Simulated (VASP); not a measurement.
# TmB3Au (P6_3/mmc) in VASP: further runs

TmB3Au is run at these levels: PBE; tasks: relaxation of cell and atoms, relaxation of shape and atoms at fixed volume.

All numbers are computed with VASP 6.6.1; they aren't measurements. Logs are shortened: lines on timing, memory, paths and dates and some standing lists are left out, and cuts for length are marked.

## (1) The cell of the first run

Symmetry: P6_3/mmc, No. 194, hexagonal system. The conventional cell has a = 5.458 Å, b = 5.458 Å, c = 4.635 Å, α = 90.00°, β = 90.00°, γ = 120.00°. Within 3.6 Å of Tm (site symmetry -6m2) lie 12 B at 2.73 to 2.86 Å and 6 Au at 3.36 Å. Within 2.6 Å of B (site symmetry mm2) lie 2 Au at 1.88 Å and 2 B at 2.56 Å. Au (site symmetry -3m) has 6 B at 1.88 Å and 2 Au at 2.32 Å within 2.5 Å.

The cell was generated, and may not be a known phase.

## (2) Relaxation of cell and atoms, PBE

Input file INCAR:

```
ALGO = Normal
EDIFF = 1E-7
EDIFFG = -0.08
ENCUT = 500
GGA = PE
GGA_COMPAT = False
IBRION = 2
ISIF = 3
ISMEAR = 0
LASPH = True
LCHARG = False
LMAXMIX = 6
LREAL = False
LWAVE = False
NELM = 200
NELMIN = 4
NSW = 36
PREC = Accurate
SIGMA = 0.2
```

Input file KPOINTS:

```
k-points
0
Gamma
  4 4 4
```

Input file POSCAR:

```
TmB3Au
1.0
    5.4581921700      0.0000000000      0.0000000000
   -2.7290960800      4.7269330800      0.0000000000
    0.0000000000      0.0000000000      4.6349509500
Tm B Au
2 6 2
Direct
    0.3333333300      0.6666666700      0.7500000000
    0.6666666700      0.3333333300      0.2500000000
    0.1566000000      0.8434000000      0.2500000000
    0.3132000000      0.1566000000      0.7500000000
    0.1566000000      0.3132000000      0.2500000000
    0.8434000000      0.1566000000      0.7500000000
    0.6868000000      0.8434000000      0.2500000000
    0.8434000000      0.6868000000      0.7500000000
    0.0000000000      0.0000000000      0.0000000000
    0.0000000000      0.0000000000      0.5000000000
```

Potentials or basis: VASP PAW PBE potentials, release 64 (Tm_3, B, Au), 4f in core.

Run with:

```bash
$ cat potpaw_PBE.64/Tm_3/POTCAR potpaw_PBE.64/B/POTCAR potpaw_PBE.64/Au/POTCAR > POTCAR
$ mpirun -np 1 vasp_std > vasp.out
```

OUTCAR:

```text
EDIFF = 1E-7
   EDIFFG = -0.08
   ENCUT = 500
   GGA = PE
   IBRION = 2
   ISIF = 3
   ISMEAR = 0
   LASPH = True
   LREAL = False
   NELM = 200
   NELMIN = 4
   NSW = 36
   PREC = Accurate

 ion  position               nearest neighbor table
   1  0.333  0.667  0.750-   4 2.73   8 2.73   6 2.73   6 2.73   4 2.73   8 2.73   3 2.86   3 2.86
                             5 2.86   5 2.86   7 2.86   7 2.86  10 3.36   9 3.36   9 3.36  10 3.36
   2  0.667  0.333  0.250-   7 2.73   5 2.73   3 2.73   3 2.73   7 2.73   5 2.73   6 2.86   6 2.86
                             8 2.86   8 2.86   4 2.86   4 2.86  10 3.36   9 3.36   9 3.36  10 3.36
   3  0.157  0.843  0.250-   9 1.88  10 1.88   2 2.73   2 2.73   1 2.86   1 2.86
   4  0.313  0.157  0.750-   9 1.88  10 1.88   1 2.73   1 2.73   2 2.86   2 2.86
   5  0.157  0.313  0.250-   9 1.88  10 1.88   2 2.73   2 2.73   1 2.86   1 2.86
   6  0.843  0.157  0.750-   9 1.88  10 1.88   1 2.73   1 2.73   2 2.86   2 2.86
   7  0.687  0.843  0.250-   9 1.88  10 1.88   2 2.73   2 2.73   1 2.86   1 2.86
   8  0.843  0.687  0.750-   9 1.88  10 1.88   1 2.73   1 2.73   2 2.86   2 2.86
   9  0.000  0.000  0.000-   3 1.88   6 1.88   5 1.88   8 1.88   7 1.88   4 1.88  10 2.32  10 2.32
                             1 3.36   2 3.36   1 3.36   2 3.36   2 3.36   1 3.36
  10  0.000  0.000  0.500-   3 1.88   6 1.88   5 1.88   8 1.88   7 1.88   4 1.88   9 2.32   9 2.32
                             1 3.36   2 3.36   1 3.36   2 3.36   2 3.36   1 3.36

  LATTYP: Found a hexagonal cell.
 ALAT       =     5.4581921700
 C/A-ratio  =     0.8491732804

  Lattice vectors:

 A1 = (   5.4581921700,   0.0000000000,   0.0000000000)
 A2 = (  -2.7290960800,   4.7269330800,   0.0000000000)
 A3 = (   0.0000000000,   0.0000000000,   4.6349509500)

Analysis of symmetry for initial positions (statically):
=====================================================================
 Subroutine PRICEL returns:
 Original cell was already a primitive cell.

 Routine SETGRP: Setting up the symmetry group for a
 hexagonal supercell.

 Subroutine GETGRP returns: Found 24 space group operations
 (whereof 12 operations were pure point group operations)
 out of a pool of 24 trial point group operations.

The static configuration has the point symmetry D_3d.
 The point group associated with its full space group is D_6h.

Analysis of symmetry for dynamics (positions and initial velocities):
=====================================================================
 Subroutine PRICEL returns:
 Original cell was already a primitive cell.

 Routine SETGRP: Setting up the symmetry group for a
 hexagonal supercell.

 Subroutine GETGRP returns: Found 24 space group operations
 (whereof 12 operations were pure point group operations)
 out of a pool of 24 trial point group operations.

The dynamic configuration has the point symmetry D_3d.
 The point group associated with its full space group is D_6h.

 Subroutine INISYM returns: Found 24 space group operations
 (whereof 12 operations are pure point group operations),
 and found     1 'primitive' translations

----------------------------------------------------------------------------------------

                                     Primitive cell

  volume of cell :     119.5841

  direct lattice vectors                    reciprocal lattice vectors
     5.458192170  0.000000000  0.000000000     0.183210845  0.105776830  0.000000000
    -2.729096080  4.726933080  0.000000000     0.000000000  0.211553661  0.000000000
     0.000000000  0.000000000  4.634950950     0.000000000  0.000000000  0.215752014

  length of vectors
     5.458192170  5.458192169  4.634950950     0.211553661  0.211553661  0.215752014

  position of ions in fractional coordinates (direct lattice)
     0.333333330  0.666666670  0.750000000
     0.666666670  0.333333330  0.250000000
     0.156600000  0.843400000  0.250000000
     0.313200000  0.156600000  0.750000000
     0.156600000  0.313200000  0.250000000
     0.843400000  0.156600000  0.750000000
     0.686800000  0.843400000  0.250000000
     0.843400000  0.686800000  0.750000000
     0.000000000  0.000000000  0.000000000
     0.000000000  0.000000000  0.500000000

  ion indices of the primitive-cell ions
   primitive index   ion index
                 1           1
                 2           2
                 3           3
                 4           4
                 5           5
                 6           6
                 7           7
                 8           8
                 9           9
                10          10

----------------------------------------------------------------------------------------

 KPOINTS: k-points

Automatic generation of k-mesh.
 Grid dimensions read from file:
 generate k-points for:    4    4    4

 Generating k-lattice:

  Cartesian coordinates                     Fractional coordinates (reciprocal lattice)
     0.045802711  0.026444208  0.000000000     0.250000000  0.000000000  0.000000000
     0.000000000  0.052888415  0.000000000     0.000000000  0.250000000  0.000000000
     0.000000000  0.000000000  0.053938003     0.000000000  0.000000000  0.250000000

  Length of vectors
     0.052888415  0.052888415  0.053938003

  Shift w.r.t. Gamma in fractional coordinates (k-lattice)
     0.000000000  0.000000000  0.000000000

 Subroutine IBZKPT returns following result:
 ===========================================

 Found     12 irreducible k-points:

 Following reciprocal coordinates:
            Coordinates               Weight
  0.000000  0.000000  0.000000      1.000000
  0.250000  0.000000  0.000000      6.000000
  0.500000  0.000000  0.000000      3.000000
  0.250000  0.250000  0.000000      6.000000
  0.000000  0.000000  0.250000      2.000000
  0.250000  0.000000  0.250000     12.000000
  0.500000  0.000000  0.250000      6.000000
  0.250000  0.250000  0.250000     12.000000
  0.000000  0.000000  0.500000      1.000000
  0.250000  0.000000  0.500000      6.000000
  0.500000  0.000000  0.500000      3.000000
  0.250000  0.250000  0.500000      6.000000
   k-points           NKPTS =     12   k-points in BZ     NKDIM =     12   number of bands    NBANDS=     35
   number of dos      NEDOS =    301   number of ions     NIONS =     10
   total plane-waves  NPLWV =  57600
   dimension x,y,z NGX =    40 NGY =   40 NGZ =   36
   dimension x,y,z NGXF=    80 NGYF=   80 NGZF=   72
   ions per type =               2   6   2
   NGX,Y,Z   is equivalent  to a cutoff of  12.18, 12.18, 12.91 a.u.
   NGXF,Y,Z  is equivalent  to a cutoff of  24.37, 24.37, 25.82 a.u.
 SYSTEM =  unknown system
   PREC   = accura    normal or accurate (medium, high low for compatibility)
   ISTART =      0    job   : 0-new  1-cont  2-samecut
   ICHARG =      2    charge: 1-file 2-atom 10-const
   ISPIN  =      1    spin polarized calculation?
   LNONCOLLINEAR =      F non collinear calculations
   LSORBIT =      F    spin-orbit coupling
   LASPH  =      T    aspherical Exc in radial PAW
   ENCUT  =  500.0 eV  36.75 Ry    6.06 a.u.   9.95  9.95  8.45*2*pi/ulx,y,z
   NELM   =    200;   NELMIN=  4; NELMDL= -5     # of ELM steps
   EDIFF  = 0.1E-06   stopping-criterion for ELM
   LREAL  =      F    real-space projection
   EDIFFG = -.8E-01   stopping-criterion for IOM
   NSW    =     36    number of steps for IOM
   IBRION =      2    ionic relax: 0-MD 1-quasi-New 2-CG
   NFREE  =      1    steps in history (QN), initial steepest desc. (CG)
   ISIF   =      3    stress and relaxation
   ISYM   =      2    0-nonsym 1-usesym 2-fastsym
   POTIM  = 0.5000    time-step for ionic-motion
   TEBEG  =    0.0;   TEEND  =   0.0 temperature during run
   PSTRESS=    0.0 pullay stress
   NELECT =      58.0000    total number of electrons
   NUPDOWN=      -1.0000    fix difference up-down
   EMIN   =  10.00;   EMAX   =-10.00  energy-range for DOS
   EFERMI =   0.00;   METHOD = LEGACY
   ISMEAR =     0;   SIGMA  =   0.20  broadening in eV -4-tet -1-fermi 0-gaus
   EFERMI_NEDOS =   21; number of points for ismear=-14 and -15
   IALGO  =     38    algorithm
   IMIX   =      4    mixing-type and parameters
     AMIX     =   0.40;   BMIX     =  1.00
     AMIX_MAG =   1.60;   BMIX_MAG =  1.00
  volume/ion in A,a.u.               =      11.96        80.70
  Fermi-wavevector in a.u.,A,eV,Ry     =   1.286253  2.430665 22.510110  1.654446
  Thomas-Fermi vector in A             =   2.418338
   LORBIT       =      0    0 simple, 1 ext, 2 COOP (PROOUT), +10 PAW based schemes
   GGA     = PE    functional components
   LHFCALC =     F    Hartree Fock is set to
   AEXX    =    0.0000 exact exchange contribution
   IVDW    =     0    specifies the selected vdW correction
   LEPSILON=     F    determine dielectric tensor
   LRPA    =     F    only Hartree local field effects (RPA)
 conjugate gradient relaxation of ions
 non-spin polarized calculation
 Gauss-broadening in eV      SIGMA  =   0.20
  energy-cutoff  :      500.00
  volume of cell :      119.58
 maximum number of plane-waves:      3076
 NGX is ok and might be reduce to    40
   NGX = 19   NGY = 19   NGZ = 17

--------------------------------------- Ionic step        1  -------------------------------------------

 number of electron      57.9999998 magnetization

 Free energy of the ion-electron system (eV)
  ---------------------------------------------------
  ext. energy  EPLUGINS =         0.00000000
  ---------------------------------------------------
  free energy    TOTEN  =       -30.94843880 eV

  energy without entropy =      -30.88440178  energy(sigma->0) =      -30.91642029

------------------------ aborting loop because EDIFF is reached ----------------------------------------

  FORCE on cell =-STRESS in cart. coord.  units (eV):
  Direction    XX          YY          ZZ          XY          YZ          ZX
  --------------------------------------------------------------------------------------
  -------------------------------------------------------------------------------------
  Total       40.8283141     40.8283142    100.5479470      0.0000000     -0.0000000      0.0000000
  in kB      547.0142139    547.0142144   1347.1326791      0.0000006     -0.0000000      0.0000000
  external PRESSURE =     813.7203692 kB  Pullay stress =       0.0000000 kB
[... 113 lines left out ...]
  FREE ENERGIE OF THE ION-ELECTRON SYSTEM (eV)
  ---------------------------------------------------
  free  energy   TOTEN  =       -39.5546781197 eV

  energy  without entropy=      -39.4246392268  energy(sigma->0) =      -39.48965867

 E-fermi :   2.5420     XC(G=0):  -9.6102

 val. band max:        2.5418389651   @ k =   0.2500   0.0000   0.2500
 cond. band min:       2.6345060819   @ k =   0.2500   0.2500   0.2500
 fundamental gap:      0.0926671167
 Fermi energy:         2.5419612003

 k-point     1 :       0.0000    0.0000    0.0000
  band No.  band energies     occupation
      1     -23.9907      2.00000
      2     -23.9812      2.00000
      3     -23.9260      2.00000
      4     -23.9260      2.00000
      5     -23.9201      2.00000
      6     -23.9201      2.00000
[... 445 lines left out ...]
     34       3.9148      0.00000
     35       4.9169      0.00000

 E-fermi :  11.8806     XC(G=0): -14.1020

 val. band max:       11.8471477999   @ k =   0.2500   0.2500   0.5000
 cond. band min:      11.9139560488   @ k =   0.2500   0.0000   0.5000
 fundamental gap:      0.0668082489
 Fermi energy:        11.8806139607

 k-point     1 :       0.0000    0.0000    0.0000
  band No.  band energies     occupation
      1     -13.2245      2.00000
      2     -13.2245      2.00000
      3     -13.0322      2.00000
      4     -13.0322      2.00000
      5     -12.6250      2.00000
      6     -11.9161      2.00000
[... 445 lines left out ...]
     34      15.2485      0.00000
     35      17.1708      0.00000

[... ionic steps 4 to 20 ...]

--------------------------------------- Ionic step       21  -------------------------------------------

 number of electron      58.0000002 magnetization

------------------------ aborting loop because EDIFF is reached ----------------------------------------

  FORCE on cell =-STRESS in cart. coord.  units (eV):
  Direction    XX          YY          ZZ          XY          YZ          ZX
  --------------------------------------------------------------------------------------
  -------------------------------------------------------------------------------------
  Total        2.3444782      2.3444782     -2.3341929      0.0000000      0.0000000      0.0000000
  in kB       30.9560823     30.9560823    -30.8202776      0.0000000      0.0000000      0.0000000
  external PRESSURE =      10.3639623 kB  Pullay stress =       0.0000000 kB
[... 73 lines left out ...]
  energy  without entropy=      -57.8400880133  energy(sigma->0) =      -57.86439649

--------------------------------------- Ionic step       23  -------------------------------------------

 number of electron      58.0000009 magnetization

 Free energy of the ion-electron system (eV)
  ---------------------------------------------------
  ext. energy  EPLUGINS =         0.00000000
  ---------------------------------------------------
  free energy    TOTEN  =       -57.92701422 eV

  energy without entropy =      -57.87416174  energy(sigma->0) =      -57.90058798

 E-fermi :   6.4905     XC(G=0): -11.9039

 val. band max:        6.4365643011   @ k =   0.2500   0.0000   0.0000
 cond. band min:       6.5542878623   @ k =   0.0000   0.0000   0.2500
 fundamental gap:      0.1177235613
 Fermi energy:         6.4904915896

 k-point     1 :       0.0000    0.0000    0.0000
  band No.  band energies     occupation
      1     -18.1075      2.00000
      2     -18.0143      2.00000
      3     -18.0143      2.00000
      4     -17.9805      2.00000
      5     -17.9453      2.00000
      6     -17.9453      2.00000
[... 482 lines left out ...]
  FREE ENERGIE OF THE ION-ELECTRON SYSTEM (eV)
  ---------------------------------------------------
  free  energy   TOTEN  =       -57.9270142169 eV

  energy  without entropy=      -57.8741617429  energy(sigma->0) =      -57.90058798

 reached required accuracy - stopping structural energy minimisation
```

Wall time 12 min (1 thread of Intel Xeon 6975P-C (Granite Rapids), shared host); peak memory 0.26 GiB.

Results:

| Property | Result |
| --- | --- |
| Free energy | -57.9270 eV |
| Relaxed volume | 12.12 Å³/atom |
| Relaxed cell | a = 5.086 Å, b = 5.086 Å, c = 5.412 Å, α = 90.00°, β = 90.00°, γ = 120.00° |
| Space group after relaxing (to 0.1 Å) | P6_3/mmc (No. 194) |
| Pressure after relaxing | -0.1 GPa |
| Largest force after relaxing | 0.013 eV/Å |
| Band gap on the k mesh | zero (bands 29 and 30 overlap by 1.52 eV) |

Forces on the atoms (eV/Å):
```
Tm   0.000  0.000  0.000
Tm   0.000  0.000  0.000
B    0.011 -0.006  0.000
B    0.011  0.006  0.000
B    0.000  0.013  0.000
B   -0.011  0.006  0.000
B   -0.011 -0.006  0.000
B    0.000 -0.013  0.000
Au   0.000  0.000  0.000
Au   0.000  0.000  0.000
```

Final structure:
```
Tm B Au
1.0
     5.08560    0.00000    0.00000
    -2.54280    4.40426    0.00000
     0.00000    0.00000    5.41219
Tm B Au
2 6 2
Cartesian
  0.0000 2.9362 4.0591
  2.5428 1.4681 1.3530
  -0.8328 3.4170 1.3530
  1.7100 0.9873 4.0591
  0.0000 1.9746 1.3530
  3.3756 0.9873 4.0591
  0.8328 3.4170 1.3530
  2.5428 2.4297 4.0591
  -2.5428 4.4043 0.0000
  -2.5428 4.4043 2.7061
```

Levels at points of the mesh, in eV from the Fermi level:
| k point | band 25 | band 26 | band 27 | band 28 | band 29 | band 30 | band 31 | band 32 | band 33 | band 34 |
| --- | --- | --- | --- | --- | --- | --- | --- | --- | --- | --- |
| (0.00, 0.00, 0.00) | -1.80 | -1.19 | -1.19 | -1.05 | 0.36 | 0.36 | 1.29 | 1.29 | 3.09 | 3.09 |
| (0.50, 0.00, 0.00) | -2.21 | -1.86 | -1.61 | -1.35 | -0.99 | 0.53 | 1.92 | 3.15 | 3.32 | 4.06 |
| (0.00, 0.00, 0.50) | -2.28 | -2.28 | -0.59 | -0.59 | -0.59 | -0.59 | 3.60 | 3.60 | 3.60 | 3.60 |
| (0.50, 0.00, 0.50) | -2.33 | -2.33 | -0.57 | -0.57 | 0.26 | 0.26 | 2.55 | 2.55 | 3.41 | 3.41 |

Caveat: a cell axis changed by over 15 % at a fixed basis, so the end point is rough; spin-orbit coupling is left out, which moves the levels of the heavy elements; the 4f electrons are frozen in the core, so they carry no moment and show no levels. Spin polarisation is off, so any magnetic state and its effect on volume and gap are missing.

## (3) Relaxation of shape and atoms at fixed volume, PBE (10.64 Å³/atom)

This run uses another cell than the first one, of 10.64 Å³/atom.

Input file INCAR:

```
PREC = Accurate ; ENCUT = 500
EDIFF = 1E-7 ; ISMEAR = 0
SIGMA = 0.1 ; LREAL = F
LASPH = T ; NELM = 200
ALGO = Normal ; ISIF = 4
LWAVE = F ; LCHARG = F
GGA = PE ; IBRION = 2
NSW = 50 ; EDIFFG = -0.01
GGA_COMPAT = F ; NELMIN = 4
LMAXMIX = 6
```

Input file KPOINTS:

```
Automatic mesh
0
Gamma
  6 6 6
```

Input file POSCAR:

```
TmB3Au
1.0
    4.8758044261      0.0000000000      0.0000000000
   -2.4379022130      4.2225704969      0.0000000000
    0.0000000000      0.0000000000      5.1690212812
Tm B Au
2 6 2
Direct
    0.3333333333      0.6666666667      0.7500000000
    0.6666666667      0.3333333333      0.2500000000
    0.2223550820      0.7776449180      0.2500000000
    0.4447101639      0.2223550820      0.7500000000
    0.2223550820      0.4447101639      0.2500000000
    0.7776449180      0.2223550820      0.7500000000
    0.5552898361      0.7776449180      0.2500000000
    0.7776449180      0.5552898361      0.7500000000
    0.0000000000      0.0000000000      0.0000000000
    0.0000000000      0.0000000000      0.5000000000
```

Potentials or basis: VASP PAW PBE potentials, release 64 (Tm_3, B, Au), 4f in core.

Run with:

```bash
$ cat potpaw_PBE.64/Tm_3/POTCAR potpaw_PBE.64/B/POTCAR potpaw_PBE.64/Au/POTCAR > POTCAR
$ mpirun -np 1 vasp_std > vasp.out
```

Run time: 3.9 min. Hardware: 1 thread of Intel Xeon Platinum 8488C (Sapphire Rapids), shared host; peak memory 0.27 GiB.

It converged, with:

| Item | Value |
| --- | --- |
| Free energy | -56.7439 eV |
| Energy gained by relaxing | 0.6 meV/atom |
| Ionic steps | 4 |
| Pressure after relaxing | 28.0 GPa |
| Band gap on the k mesh | zero (bands 29 and 30 overlap by 2.58 eV) |

Step by step:
| step | energy change (eV) | largest force (eV/Å) | pressure (GPa) | volume (Å³) |
| --- | --- | --- | --- | --- |
| 1 | 0.0000 | 0.2380 | 28.38 | 106.42 |
| 2 | 0.0074 | 0.4440 | 27.50 | 106.42 |
| 3 | -0.0056 | 0.0385 | 28.01 | 106.42 |
| 4 | -0.0060 | 0.0010 | 28.01 | 106.42 |

Final structure:
```
Tm B Au
1.0
     4.88518    0.00000    0.00000
    -2.44259    4.23069    0.00000
     0.00000    0.00000    5.14921
Tm B Au
2 6 2
Direct
  0.33333 0.66667 0.75000
  0.66667 0.33333 0.25000
  0.22197 0.77803 0.25000
  0.44393 0.22197 0.75000
  0.22197 0.44393 0.25000
  0.77803 0.22197 0.75000
  0.55607 0.77803 0.25000
  0.77803 0.55607 0.75000
  0.00000 0.00000 0.00000
  0.00000 0.00000 0.50000
```

Levels at points of the mesh, in eV from the Fermi level:
| k point | band 25 | band 26 | band 27 | band 28 | band 29 | band 30 | band 31 | band 32 | band 33 | band 34 |
| --- | --- | --- | --- | --- | --- | --- | --- | --- | --- | --- |
| (0.00, 0.00, 0.00) | -1.59 | -1.20 | -1.20 | -1.05 | 0.00 | 0.00 | 1.26 | 1.26 | 3.75 | 3.75 |
| (0.50, 0.00, 0.00) | -2.34 | -2.20 | -2.17 | -1.19 | -1.18 | 0.83 | 2.48 | 3.40 | 3.86 | 4.20 |
| (0.00, 0.00, 0.50) | -2.52 | -2.52 | -0.61 | -0.61 | -0.61 | -0.61 | 3.85 | 3.85 | 3.85 | 3.85 |
| (0.50, 0.00, 0.50) | -2.53 | -2.53 | -0.82 | -0.82 | 0.41 | 0.41 | 2.81 | 2.81 | 3.93 | 3.93 |

Caveat: spin-orbit coupling is left out, which moves the levels of the heavy elements; the 4f electrons are frozen in the core, so they carry no moment and show no levels. Spin polarisation is off, so any magnetic state and its effect on volume and gap are missing.

(Part 1 of 2 ends here.)

The gap in the log of VASP goes by the Fermi energy; the results here count the filled bands.